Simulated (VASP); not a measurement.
Input of a VASP 6.6.1 run:

File INCAR:

```
PREC = Accurate ; ENCUT = 520
EDIFF = 1E-6 ; ISMEAR = -1
SIGMA = 0.05 ; LREAL = False
LASPH = True ; NELM = 150
ALGO = Normal ; ISIF = 2
LWAVE = False ; LCHARG = False
MAGMOM = 0 0 0 ; LORBIT = 11
LSORBIT = True ; GGA_COMPAT = False
LORBMOM = True ; GGA = PE
NBANDS = 24
```

KPOINTS

```
Automatic mesh
0
Gamma
  7 7 7
```

POSCAR

```
In
1.0
   -1.8825252400      1.8825252400      1.8825252400
    1.8825252400     -1.8825252400      1.8825252400
    1.8825252400      1.8825252400     -1.8825252400
In
1
Direct
    0.0000000000      0.0000000000      0.0000000000
```

Potentials or basis: VASP PAW PBE potentials, release 64 (In_d).

Command:

```console
$ cat potpaw_PBE.64/In_d/POTCAR > POTCAR
$ mpirun -np 1 vasp_ncl > vasp.out
```

Task: What does it give for the net moment?

Result: 0.00 μB per cell.

Task: What does it give for the pressure?

Result: 1.4 GPa.

Moments on the atoms (μB; x, y, z):
```
In  0.00 0.00 0.00
```
